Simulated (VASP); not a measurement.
# Re (P6_3/mmc) in VASP: single point with PBE

Aim: the single point of Re with PBE.

All numbers are computed with VASP 6.6.1; they aren't measurements. Logs are shortened: lines on timing, memory, paths and dates and some standing lists are left out, and cuts for length are marked.

## (1) The cell of the first run

Symmetry: P6_3/mmc, No. 194, hexagonal system. The conventional cell has a = 2.551 Å, b = 2.551 Å, c = 4.162 Å, α = 90.00°, β = 90.00°, γ = 120.00°. Re (site symmetry -6m2) has 12 Re at 2.55 Å within 3.4 Å.

## (2) Single point, PBE (x and y stretched by -2 %, z held)

INCAR reads:

```
ALGO = Normal ; EDIFF = 1E-6
ENCUT = 520 ; GGA = PE
ISIF = 2 ; ISMEAR = -1
LASPH = True ; LCHARG = False
LREAL = False ; LWAVE = False
NBANDS = 14 ; NELM = 60
PREC = Accurate ; SIGMA = 0.05
```

KPOINTS reads:

```
k-points
0
Gamma
  18 18 10
```

POSCAR reads:

```
Re
1.0
    2.5508430510      0.0000000000      0.0000000000
   -1.2754215255      2.2090948832      0.0000000000
    0.0000000000      0.0000000000      4.1620000000
Re
2
Direct
    0.3333333333      0.6666666667      0.2500000000
    0.6666666667      0.3333333333      0.7500000000
```

Potentials or basis: VASP PAW PBE potentials, release 64 (Re).

The run is started by

```console
cat potpaw_PBE.64/Re/POTCAR > POTCAR
mpirun -np 1 vasp_std > vasp.out
```

OUTCAR:

```text
EDIFF = 1E-6
   ENCUT = 520
   GGA = PE
   ISIF = 2
   ISMEAR = -1
   LASPH = True
   LREAL = False
   NELM = 60
   PREC = Accurate

 ion  position               nearest neighbor table
   1  0.333  0.667  0.250-   2 2.55   2 2.55   2 2.55   2 2.55   2 2.55   2 2.55
   2  0.667  0.333  0.750-   1 2.55   1 2.55   1 2.55   1 2.55   1 2.55   1 2.55

  LATTYP: Found a hexagonal cell.
 ALAT       =     2.5508430510
 C/A-ratio  =     1.6316174366

  Lattice vectors:

 A1 = (   2.5508430510,   0.0000000000,   0.0000000000)
 A2 = (  -1.2754215255,   2.2090948832,   0.0000000000)
 A3 = (   0.0000000000,   0.0000000000,   4.1620000000)

Analysis of symmetry for initial positions (statically):
=====================================================================
 Subroutine PRICEL returns:
 Original cell was already a primitive cell.

 Routine SETGRP: Setting up the symmetry group for a
 hexagonal supercell.

 Subroutine GETGRP returns: Found 24 space group operations
 (whereof 12 operations were pure point group operations)
 out of a pool of 24 trial point group operations.

The static configuration has the point symmetry D_3d.
 The point group associated with its full space group is D_6h.

Analysis of symmetry for dynamics (positions and initial velocities):
=====================================================================
 Subroutine PRICEL returns:
 Original cell was already a primitive cell.

 Routine SETGRP: Setting up the symmetry group for a
 hexagonal supercell.

 Subroutine GETGRP returns: Found 24 space group operations
 (whereof 12 operations were pure point group operations)
 out of a pool of 24 trial point group operations.

The dynamic configuration has the point symmetry D_3d.
 The point group associated with its full space group is D_6h.

 Subroutine INISYM returns: Found 24 space group operations
 (whereof 12 operations are pure point group operations),
 and found     1 'primitive' translations

----------------------------------------------------------------------------------------

                                     Primitive cell

  volume of cell :      23.4531

  direct lattice vectors                    reciprocal lattice vectors
     2.550843051  0.000000000  0.000000000     0.392027255  0.226337041  0.000000000
    -1.275421526  2.209094883  0.000000000     0.000000000  0.452674083  0.000000000
     0.000000000  0.000000000  4.162000000     0.000000000  0.000000000  0.240269101

  length of vectors
     2.550843051  2.550843051  4.162000000     0.452674083  0.452674083  0.240269101

  position of ions in fractional coordinates (direct lattice)
     0.333333333  0.666666667  0.250000000
     0.666666667  0.333333333  0.750000000

  ion indices of the primitive-cell ions
   primitive index   ion index
                 1           1
                 2           2

----------------------------------------------------------------------------------------

 KPOINTS: k-points

Automatic generation of k-mesh.
 Grid dimensions read from file:
 generate k-points for:   18   18   10

 Generating k-lattice:

  Cartesian coordinates                     Fractional coordinates (reciprocal lattice)
     0.021779292  0.012574280  0.000000000     0.055555556 -0.000000000  0.000000000
     0.000000000  0.025148560  0.000000000     0.000000000  0.055555556  0.000000000
     0.000000000  0.000000000  0.024026910     0.000000000  0.000000000  0.100000000

  Length of vectors
     0.025148560  0.025148560  0.024026910

  Shift w.r.t. Gamma in fractional coordinates (k-lattice)
     0.000000000  0.000000000  0.000000000

 Subroutine IBZKPT returns following result:
 ===========================================

 Found    222 irreducible k-points:

 Following reciprocal coordinates:
            Coordinates               Weight
  0.000000  0.000000  0.000000      1.000000
  0.055556  0.000000  0.000000      6.000000
  0.111111  0.000000  0.000000      6.000000
  0.166667  0.000000  0.000000      6.000000
  0.222222  0.000000  0.000000      6.000000
  0.277778  0.000000  0.000000      6.000000
[... 16 lines left out ...]
  0.333333  0.111111  0.000000     12.000000
  0.388889  0.111111  0.000000     12.000000
 [... further k-points ...]
   k-points           NKPTS =    222   k-points in BZ     NKDIM =    222   number of bands    NBANDS=     14
   number of dos      NEDOS =    301   number of ions     NIONS =      2
   total plane-waves  NPLWV =  12800
   dimension x,y,z NGX =    20 NGY =   20 NGZ =   32
   dimension x,y,z NGXF=    40 NGYF=   40 NGZF=   64
   ions per type =               2
   NGX,Y,Z   is equivalent  to a cutoff of  13.03, 13.03, 12.78 a.u.
   NGXF,Y,Z  is equivalent  to a cutoff of  26.07, 26.07, 25.56 a.u.
 SYSTEM =  unknown system
   PREC   = accura    normal or accurate (medium, high low for compatibility)
   ISTART =      0    job   : 0-new  1-cont  2-samecut
   ICHARG =      2    charge: 1-file 2-atom 10-const
   ISPIN  =      1    spin polarized calculation?
   LNONCOLLINEAR =      F non collinear calculations
   LSORBIT =      F    spin-orbit coupling
   LASPH  =      T    aspherical Exc in radial PAW
   ENCUT  =  520.0 eV  38.22 Ry    6.18 a.u.   4.74  4.74  7.74*2*pi/ulx,y,z
   NELM   =     60;   NELMIN=  2; NELMDL= -5     # of ELM steps
   EDIFF  = 0.1E-05   stopping-criterion for ELM
   LREAL  =      F    real-space projection
   EDIFFG = 0.1E-04   stopping-criterion for IOM
   NSW    =      0    number of steps for IOM
   IBRION =     -1    ionic relax: 0-MD 1-quasi-New 2-CG
   NFREE  =      0    steps in history (QN), initial steepest desc. (CG)
   ISIF   =      2    stress and relaxation
   ISYM   =      2    0-nonsym 1-usesym 2-fastsym
   POTIM  = 0.5000    time-step for ionic-motion
   TEBEG  =    0.0;   TEEND  =   0.0 temperature during run
   PSTRESS=    0.0 pullay stress
   NELECT =      14.0000    total number of electrons
   NUPDOWN=      -1.0000    fix difference up-down
   EMIN   =  10.00;   EMAX   =-10.00  energy-range for DOS
   EFERMI =   0.00;   METHOD = LEGACY
   ISMEAR =    -1;   SIGMA  =   0.05  broadening in eV -4-tet -1-fermi 0-gaus
   EFERMI_NEDOS =   21; number of points for ismear=-14 and -15
   IALGO  =     38    algorithm
   IMIX   =      4    mixing-type and parameters
     AMIX     =   0.40;   BMIX     =  1.00
     AMIX_MAG =   1.60;   BMIX_MAG =  1.00
  volume/ion in A,a.u.               =      11.73        79.13
  Fermi-wavevector in a.u.,A,eV,Ry     =   1.378428  2.604851 25.851940  1.900064
  Thomas-Fermi vector in A             =   2.503491
   LORBIT       =      0    0 simple, 1 ext, 2 COOP (PROOUT), +10 PAW based schemes
   GGA     = PE    functional components
   LHFCALC =     F    Hartree Fock is set to
   AEXX    =    0.0000 exact exchange contribution
   IVDW    =     0    specifies the selected vdW correction
   LEPSILON=     F    determine dielectric tensor
   LRPA    =     F    only Hartree local field effects (RPA)
 non-spin polarized calculation
  energy-cutoff  :      520.00
  volume of cell :       23.45
 maximum number of plane-waves:       652
 NGX is ok and might be reduce to    20
   NGX =  9   NGY =  9   NGZ = 15

 number of electron      14.0000001 magnetization

 Free energy of the ion-electron system (eV)
  ---------------------------------------------------
  ext. energy  EPLUGINS =         0.00000000
  ---------------------------------------------------
  free energy    TOTEN  =       -22.38010440 eV

  energy without entropy =      -22.37055131  energy(sigma->0) =      -22.37532785

 E-fermi :  11.0193     XC(G=0): -15.0129

 val. band max:       10.9861746427   @ k =   0.1667   0.0556   0.2000
 cond. band min:      11.0270371259   @ k =   0.0556   0.0556   0.1000
 fundamental gap:      0.0408624831
 Fermi energy:        11.0193121959

 k-point     1 :       0.0000    0.0000    0.0000
  band No.  band energies     occupation
      1      -0.4289      2.00000
      2       2.4866      2.00000
      3       8.5165      2.00000
      4       8.6686      2.00000
      5       8.6686      2.00000
      6       9.8294      2.00000
      7       9.8294      2.00000
      8      11.2515      0.01907
      9      11.2515      0.01907
     10      12.2626      0.00000
     11      15.4856      0.00000
     12      15.4856      0.00000
     13      24.0841      0.00000
     14      25.3596      0.00000

 k-point     2 :       0.0556    0.0000    0.0000
  band No.  band energies     occupation
      1      -0.2586      2.00000
      2       2.6501      2.00000
      3       8.1153      2.00000
      4       8.8284      2.00000
      5       9.0047      2.00000
      6       9.6957      2.00000
      7       9.9834      2.00000
      8      10.9352      1.68661
      9      11.1036      0.31272
     10      11.7136      0.00000
     11      15.5968      0.00000
     12      16.3192      0.00000
     13      24.1581      0.00000
     14      25.7628      0.00000

 k-point     3 :       0.1111    0.0000    0.0000
  band No.  band energies     occupation
      1       0.2314      2.00000
      2       3.1015      2.00000
      3       7.5563      2.00000
      4       9.2340      2.00000
      5       9.3026      2.00000
      6       9.5725      2.00000
      7       9.7726      2.00000
      8      10.4389      1.99998
      9      10.7214      1.99484
     10      11.2027      0.04976
     11      15.8699      0.00000
     12      17.9217      0.00000
     13      24.2569      0.00000
     14      26.8978      0.00000

 k-point     4 :       0.1667    0.0000    0.0000
  band No.  band energies     occupation
      1       0.9744      2.00000
      2       3.6920      2.00000
      3       7.0444      2.00000
      4       8.3758      2.00000
      5       8.8239      2.00000
      6      10.0746      2.00000
      7      10.1749      2.00000
      8      10.2225      2.00000
      9      10.7854      1.98158
     10      11.1766      0.08253
     11      16.1932      0.00000
     12      19.6814      0.00000
     13      24.1625      0.00000
     14      28.5394      0.00000

 k-point     5 :       0.2222    0.0000    0.0000
  band No.  band energies     occupation
      1       1.8479      2.00000
      2       4.0726      2.00000
      3       6.9025      2.00000
      4       7.0675      2.00000
      5       8.4864      2.00000
      6       9.7019      2.00000
      7      10.3591      2.00000
      8      11.0617      0.59950
      9      11.1149      0.25743
     10      12.1616      0.00000
     11      16.4858      0.00000
[... 276 lines left out ...]
 k-point    22 :       0.2778    0.1111    0.0000
  band No.  band energies     occupation
      1       3.7466      2.00000
      2       4.1879      2.00000
      3       4.9424      2.00000
      4       7.1306      2.00000
      5       8.1986      2.00000
      6       9.0627      2.00000
      7       9.9092      2.00000
      8      12.6613      0.00000
      9      14.4452      0.00000
     10      16.0016      0.00000
     11      16.4693      0.00000
     12      23.1692      0.00000
     13      25.3671      0.00000
     14      26.6338      0.00000

 k-point    23 :       0.3333    0.1111    0.0000
  band No.  band energies     occupation
      1       3.7186      2.00000
      2       4.1431      2.00000
      3       4.3127      2.00000
      4       7.8968      2.00000
      5       8.0806      2.00000
      6       9.4750      2.00000
      7       9.6978      2.00000
      8      13.9906      0.00000
      9      15.5357      0.00000
     10      16.5187      0.00000
     11      17.5588      0.00000
     12      23.4125      0.00000
     13      24.4311      0.00000
     14      26.1312      0.00000

 k-point    24 :       0.3889    0.1111    0.0000
  band No.  band energies     occupation
      1       3.4983      2.00000
      2       3.9256      2.00000
      3       4.2014      2.00000
      4       8.0565      2.00000
      5       8.5925      2.00000
      6       9.1524      2.00000
      7      10.1450      2.00000
      8      15.3422      0.00000
      9      16.2378      0.00000
     10      16.5418      0.00000
     11      18.9497      0.00000
     12      22.4266      0.00000
     13      24.0436      0.00000
     14      24.7233      0.00000

 [... further k-points ...]

------------------------ aborting loop because EDIFF is reached ----------------------------------------

  FORCE on cell =-STRESS in cart. coord.  units (eV):
  Direction    XX          YY          ZZ          XY          YZ          ZX
  --------------------------------------------------------------------------------------
  -------------------------------------------------------------------------------------
  Total       22.8836482     22.8836482     21.4721592      0.0000000      0.0000000      0.0000000
  in kB     1563.2760026   1563.2760026   1466.8513894      0.0000000      0.0000000      0.0000000
  external PRESSURE =    1531.1344649 kB  Pullay stress =       0.0000000 kB

 VOLUME and BASIS-vectors are now :
 -----------------------------------------------------------------------------
  energy-cutoff  :      520.00
  volume of cell :       23.45
      direct lattice vectors                 reciprocal lattice vectors
     2.550843051  0.000000000  0.000000000     0.392027255  0.226337041  0.000000000
    -1.275421526  2.209094883  0.000000000     0.000000000  0.452674083  0.000000000
     0.000000000  0.000000000  4.162000000     0.000000000  0.000000000  0.240269101

 POSITION                                       TOTAL-FORCE (eV/Angst)
 -----------------------------------------------------------------------------------
     -0.00000      1.47273      1.04050         0.000000     -0.000000      0.000000
      1.27542      0.73636      3.12150        -0.000000      0.000000      0.000000
 -----------------------------------------------------------------------------------
    total drift:                                0.000000     -0.000000     -0.000000

  FREE ENERGIE OF THE ION-ELECTRON SYSTEM (eV)
  ---------------------------------------------------
  free  energy   TOTEN  =       -22.3801043961 eV

  energy  without entropy=      -22.3705513093  energy(sigma->0) =      -22.37532785
```

It took 93 s on 1 thread of Intel Xeon 8259CL, shared host; peak memory 0.19 GiB.

Results:

```yaml
Free_energy: -22.3801 eV
Pressure: 153.1 GPa
Band_gap_on_the_k_mesh: zero (bands 7 and 8 overlap by 4.93 eV)
```

Stress tensor (GPa, compression positive):
```
156.33   0.00   0.00
  0.00 156.33   0.00
  0.00   0.00 146.69
```

Caveat: the cell differs from its parent crystal (x and y stretched by -2 %, z held); the stress differs along the axes, from 147 to 156 GPa; spin-orbit coupling is left out, which moves the levels of the heavy elements.

The gap in the log of VASP goes by the Fermi energy; the results here count the filled bands.